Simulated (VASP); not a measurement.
# HfB2 (ref) (P6/mmm) in VASP: single point with r2SCAN

Aim: the single point of HfB2 (ref) with r2SCAN.

Everything below comes from runs of VASP 6.6.1. Logs are shortened: lines on timing, memory, paths and dates and some standing lists are left out, and cuts for length are marked.

### Step 1. The cell of the first run

The structure is hexagonal, space group P6/mmm (No. 191). Conventional cell: a = 3.133 Å, b = 3.133 Å, c = 3.479 Å, α = 90.00°, β = 90.00°, γ = 120.00°. Hf (site symmetry 6/mmm) has 12 B at 2.51 Å and 6 Hf at 3.13 Å within 3.3 Å. B (site symmetry -6m2) has 3 B at 1.81 Å within 2.4 Å.

### Step 2. Single point, r2SCAN

File POSCAR:

```
HfB2
1.0
    3.1326790800      0.0000000000      0.0000000000
   -1.5663395400      2.7129796700      0.0000000000
    0.0000000000      0.0000000000      3.4792139900
Hf B
1 2
Direct
    0.0000000000      0.0000000000      0.0000000000
    0.3333333300      0.6666666700      0.5000000000
    0.6666666700      0.3333333300      0.5000000000
```

File INCAR.step1:

```
PREC = Accurate
ENCUT = 520
ISMEAR = 0
SIGMA = 0.1
LREAL = False
LASPH = True
NELM = 80
NBANDS = 15
GGA = PE
ALGO = Normal
EDIFF = 1E-4
LWAVE = True
LCHARG = False
```

File INCAR.step2:

```
PREC = Accurate
ENCUT = 520
EDIFF = 1E-7
ISMEAR = 0
SIGMA = 0.1
LREAL = False
LASPH = True
NELM = 80
ALGO = Normal
ISIF = 2
LWAVE = False
LCHARG = False
METAGGA = R2SCAN
LMIXTAU = True
NBANDS = 15
ISTART = 1
```

File KPOINTS:

```
Automatic mesh
0
Gamma
  6 6 6
```

Potentials or basis: VASP PAW PBE potentials, release 64 (Hf_pv, B).

Command:

```bash
$ cat potpaw_PBE.64/Hf_pv/POTCAR potpaw_PBE.64/B/POTCAR > POTCAR
$ cp INCAR.step1 INCAR
$ mpirun -np 1 vasp_std > vasp.out
$ cp INCAR.step2 INCAR
$ mpirun -np 1 vasp_std > vasp.out
```

OUTCAR:

```text
PREC = Accurate
   ENCUT = 520
   EDIFF = 1E-7
   ISMEAR = 0
   LREAL = False
   LASPH = True
   NELM = 80
   ISIF = 2
   METAGGA = R2SCAN
   ISTART = 1

 ion  position               nearest neighbor table
   1  0.000  0.000  0.000-   2 2.51   3 2.51   2 2.51   3 2.51   3 2.51   3 2.51   2 2.51   2 2.51
                             3 2.51   3 2.51   2 2.51   2 2.51
   2  0.333  0.667  0.500-   3 1.81   3 1.81   3 1.81   1 2.51   1 2.51   1 2.51   1 2.51   1 2.51
                             1 2.51
   3  0.667  0.333  0.500-   2 1.81   2 1.81   2 1.81   1 2.51   1 2.51   1 2.51   1 2.51   1 2.51
                             1 2.51

  LATTYP: Found a hexagonal cell.
 ALAT       =     3.1326790800
 C/A-ratio  =     1.1106193457

  Lattice vectors:

 A1 = (   3.1326790800,   0.0000000000,   0.0000000000)
 A2 = (  -1.5663395400,   2.7129796700,   0.0000000000)
 A3 = (   0.0000000000,   0.0000000000,   3.4792139900)

Analysis of symmetry for initial positions (statically):
=====================================================================
 Subroutine PRICEL returns:
 Original cell was already a primitive cell.

 Routine SETGRP: Setting up the symmetry group for a
 hexagonal supercell.

 Subroutine GETGRP returns: Found 24 space group operations
 (whereof 24 operations were pure point group operations)
 out of a pool of 24 trial point group operations.

The static configuration has the point symmetry D_6h.

Analysis of symmetry for dynamics (positions and initial velocities):
=====================================================================
 Subroutine PRICEL returns:
 Original cell was already a primitive cell.

 Routine SETGRP: Setting up the symmetry group for a
 hexagonal supercell.

 Subroutine GETGRP returns: Found 24 space group operations
 (whereof 24 operations were pure point group operations)
 out of a pool of 24 trial point group operations.

The dynamic configuration has the point symmetry D_6h.

 Subroutine INISYM returns: Found 24 space group operations
 (whereof 24 operations are pure point group operations),
 and found     1 'primitive' translations

----------------------------------------------------------------------------------------

                                     Primitive cell

  volume of cell :      29.5695

  direct lattice vectors                    reciprocal lattice vectors
     3.132679080  0.000000000  0.000000000     0.319215590  0.184299206  0.000000000
    -1.566339540  2.712979670  0.000000000     0.000000000  0.368598413  0.000000000
     0.000000000  0.000000000  3.479213990     0.000000000  0.000000000  0.287421240

  length of vectors
     3.132679080  3.132679084  3.479213990     0.368598413  0.368598413  0.287421240

  position of ions in fractional coordinates (direct lattice)
     0.000000000  0.000000000  0.000000000
     0.333333330  0.666666670  0.500000000
     0.666666670  0.333333330  0.500000000

  ion indices of the primitive-cell ions
   primitive index   ion index
                 1           1
                 2           2
                 3           3

----------------------------------------------------------------------------------------

 KPOINTS: Automatic mesh

Automatic generation of k-mesh.
 Grid dimensions read from file:
 generate k-points for:    6    6    6

 Generating k-lattice:

  Cartesian coordinates                     Fractional coordinates (reciprocal lattice)
     0.053202598  0.030716534  0.000000000     0.166666667  0.000000000  0.000000000
     0.000000000  0.061433069  0.000000000     0.000000000  0.166666667  0.000000000
     0.000000000  0.000000000  0.047903540     0.000000000  0.000000000  0.166666667

  Length of vectors
     0.061433069  0.061433069  0.047903540

  Shift w.r.t. Gamma in fractional coordinates (k-lattice)
     0.000000000  0.000000000  0.000000000

 Subroutine IBZKPT returns following result:
 ===========================================

 Found     28 irreducible k-points:

 Following reciprocal coordinates:
            Coordinates               Weight
  0.000000  0.000000  0.000000      1.000000
  0.166667 -0.000000  0.000000      6.000000
  0.333333 -0.000000  0.000000      6.000000
  0.500000 -0.000000  0.000000      3.000000
  0.166667  0.166667  0.000000      6.000000
  0.333333  0.166667  0.000000     12.000000
[... 16 lines left out ...]
  0.166667 -0.000000  0.500000      6.000000
  0.333333 -0.000000  0.500000      6.000000
 [... further k-points ...]
   k-points           NKPTS =     28   k-points in BZ     NKDIM =     28   number of bands    NBANDS=     15
   number of dos      NEDOS =    301   number of ions     NIONS =      3
   total plane-waves  NPLWV =  16128
   dimension x,y,z NGX =    24 NGY =   24 NGZ =   28
   dimension x,y,z NGXF=    48 NGYF=   48 NGZF=   56
   ions per type =               1   2
   NGX,Y,Z   is equivalent  to a cutoff of  12.74, 12.74, 13.38 a.u.
   NGXF,Y,Z  is equivalent  to a cutoff of  25.47, 25.47, 26.76 a.u.
 SYSTEM =  unknown system
   PREC   = accura    normal or accurate (medium, high low for compatibility)
   ISTART =      1    job   : 0-new  1-cont  2-samecut
   ICHARG =      0    charge: 1-file 2-atom 10-const
   ISPIN  =      1    spin polarized calculation?
   LNONCOLLINEAR =      F non collinear calculations
   LSORBIT =      F    spin-orbit coupling
   LASPH  =      T    aspherical Exc in radial PAW
   ENCUT  =  520.0 eV  38.22 Ry    6.18 a.u.   5.82  5.82  6.47*2*pi/ulx,y,z
   NELM   =     80;   NELMIN=  2; NELMDL=  0     # of ELM steps
   EDIFF  = 0.1E-06   stopping-criterion for ELM
   LREAL  =      F    real-space projection
   EDIFFG = 0.1E-05   stopping-criterion for IOM
   NSW    =      0    number of steps for IOM
   IBRION =     -1    ionic relax: 0-MD 1-quasi-New 2-CG
   NFREE  =      0    steps in history (QN), initial steepest desc. (CG)
   ISIF   =      2    stress and relaxation
   ISYM   =      2    0-nonsym 1-usesym 2-fastsym
   POTIM  = 0.5000    time-step for ionic-motion
   TEBEG  =    0.0;   TEEND  =   0.0 temperature during run
   PSTRESS=    0.0 pullay stress
   NELECT =      16.0000    total number of electrons
   NUPDOWN=      -1.0000    fix difference up-down
   EMIN   =  10.00;   EMAX   =-10.00  energy-range for DOS
   EFERMI =   0.00;   METHOD = LEGACY
   ISMEAR =     0;   SIGMA  =   0.10  broadening in eV -4-tet -1-fermi 0-gaus
   EFERMI_NEDOS =   21; number of points for ismear=-14 and -15
   IALGO  =     38    algorithm
   IMIX   =      4    mixing-type and parameters
     AMIX     =   0.40;   BMIX     =  1.00
     AMIX_MAG =   1.60;   BMIX_MAG =  1.00
  volume/ion in A,a.u.               =       9.86        66.51
  Fermi-wavevector in a.u.,A,eV,Ry     =   1.334034  2.520959 24.213571  1.779647
  Thomas-Fermi vector in A             =   2.462847
   LORBIT       =      0    0 simple, 1 ext, 2 COOP (PROOUT), +10 PAW based schemes
   METAGGA = R2SCAN    functional components
   LHFCALC =     F    Hartree Fock is set to
   AEXX    =    0.0000 exact exchange contribution
   IVDW    =     0    specifies the selected vdW correction
   LEPSILON=     F    determine dielectric tensor
   LRPA    =     F    only Hartree local field effects (RPA)
 non-spin polarized calculation
 Gauss-broadening in eV      SIGMA  =   0.10
  energy-cutoff  :      520.00
  volume of cell :       29.57
 maximum number of plane-waves:       816
 NGX is ok and might be reduce to    24
   NGX = 11   NGY = 11   NGZ = 13

 number of electron      15.9999998 magnetization

 Free energy of the ion-electron system (eV)
  ---------------------------------------------------
  ext. energy  EPLUGINS =         0.00000000
  ---------------------------------------------------
  free energy    TOTEN  =       -63.03082771 eV

  energy without entropy =      -63.02625490  energy(sigma->0) =      -63.02854131

 E-fermi :   7.3435     XC(G=0): -13.5739

 val. band max:        7.2303676435   @ k =   0.1667   0.1667   0.1667
 cond. band min:       7.4099553976   @ k =   0.1667   0.1667   0.1667
 fundamental gap:      0.1795877541
 Fermi energy:         7.3435451262

 k-point     1 :       0.0000    0.0000    0.0000
  band No.  band energies     occupation
      1     -24.1225      2.00000
      2     -23.5739      2.00000
      3     -23.5739      2.00000
      4      -6.9591      2.00000
      5       4.6248      2.00000
      6       4.6563      2.00000
      7       4.7055      2.00000
      8       4.7055      2.00000
      9      12.0135      0.00000
     10      12.0135      0.00000
     11      12.7102      0.00000
     12      12.7102      0.00000
     13      12.9245      0.00000
     14      12.9488      0.00000
     15      12.9488      0.00000

 k-point     2 :       0.1667   -0.0000    0.0000
  band No.  band energies     occupation
      1     -24.0871      2.00000
      2     -23.7859      2.00000
      3     -23.6205      2.00000
      4      -6.3418      2.00000
      5       3.1130      2.00000
      6       4.2280      2.00000
      7       4.6099      2.00000
      8       5.1553      2.00000
      9      10.3330      0.00000
     10      11.6130      0.00000
     11      11.6455      0.00000
     12      12.3276      0.00000
     13      14.0936      0.00000
     14      15.1961      0.00000
     15      15.2521      0.00000

 k-point     3 :       0.3333   -0.0000    0.0000
  band No.  band energies     occupation
      1     -24.1869      2.00000
      2     -24.0156      2.00000
      3     -23.7125      2.00000
      4      -4.7002      2.00000
      5       0.3560      2.00000
      6       3.5952      2.00000
      7       4.2609      2.00000
      8       5.2185      2.00000
      9      10.7103      0.00000
     10      10.7868      0.00000
     11      10.9311      0.00000
     12      12.6195      0.00000
     13      14.1908      0.00000
     14      17.2389      0.00000
     15      18.6015      0.00000
[... 343 lines left out ...]
 k-point    23 :       0.1667   -0.0000    0.5000
  band No.  band energies     occupation
      1     -24.3625      2.00000
      2     -23.7561      2.00000
      3     -23.5967      2.00000
      4      -4.3621      2.00000
      5      -0.2402      2.00000
      6       3.8268      2.00000
      7       4.5816      2.00000
      8       6.9856      2.00000
      9       9.7303      0.00000
     10       9.8794      0.00000
     11      10.6110      0.00000
     12      10.7581      0.00000
     13      15.6295      0.00000
     14      16.5649      0.00000
     15      19.1849      0.00000

 k-point    24 :       0.3333   -0.0000    0.5000
  band No.  band energies     occupation
      1     -24.2665      2.00000
      2     -24.1434      2.00000
      3     -23.6842      2.00000
      4      -3.8410      2.00000
      5       0.9641      2.00000
      6       1.7428      2.00000
      7       3.0158      2.00000
      8       5.1316      2.00000
      9      11.1947      0.00000
     10      11.7186      0.00000
     11      12.1164      0.00000
     12      14.0321      0.00000
     13      16.3414      0.00000
     14      17.1925      0.00000
     15      19.7603      0.00000

 [... further k-points ...]
[... 5 lines left out ...]
  --------------------------------------------------------------------------------------
  -------------------------------------------------------------------------------------
  Total        0.2189299      0.2189299     -0.2639452      0.0000000      0.0000000      0.0000000
  in kB       11.8623842     11.8623843    -14.3014702      0.0000000      0.0000000      0.0000000
  external PRESSURE =       3.1410994 kB  Pullay stress =       0.0000000 kB

 VOLUME and BASIS-vectors are now :
 -----------------------------------------------------------------------------
  energy-cutoff  :      520.00
  volume of cell :       29.57
      direct lattice vectors                 reciprocal lattice vectors
     3.132679080  0.000000000  0.000000000     0.319215590  0.184299206  0.000000000
    -1.566339540  2.712979670  0.000000000     0.000000000  0.368598413  0.000000000
     0.000000000  0.000000000  3.479213990     0.000000000  0.000000000  0.287421240

 POSITION                                       TOTAL-FORCE (eV/Angst)
 -----------------------------------------------------------------------------------
      0.00000      0.00000      0.00000        -0.000000      0.000000     -0.000000
     -0.00000      1.80865      1.73961         0.000000      0.000000     -0.000000
      1.56634      0.90433      1.73961        -0.000000     -0.000000      0.000000
 -----------------------------------------------------------------------------------
    total drift:                                0.000000     -0.000000     -0.000000

  FREE ENERGIE OF THE ION-ELECTRON SYSTEM (eV)
  ---------------------------------------------------
  free  energy   TOTEN  =       -63.0308277116 eV

  energy  without entropy=      -63.0262549045  energy(sigma->0) =      -63.02854131
```

Run time: 20 s. Hardware: 1 thread of Intel Xeon 6975P-C (Granite Rapids), shared host; peak memory 0.15 GiB.

What came out:

| Quantity | Value |
| --- | --- |
| Free energy | -63.0308 eV |
| Pressure | 0.3 GPa |
| Band gap on the k mesh | zero (band 8 reaches 8.61 eV, above the bottom of band 9 at 7.41 eV) |

Caveat: the k points lie up to 0.39 Å⁻¹ apart; the PAW data sets were made with another functional, which shifts forces and pressure a little; spin-orbit coupling is left out, which moves the levels of the heavy elements.
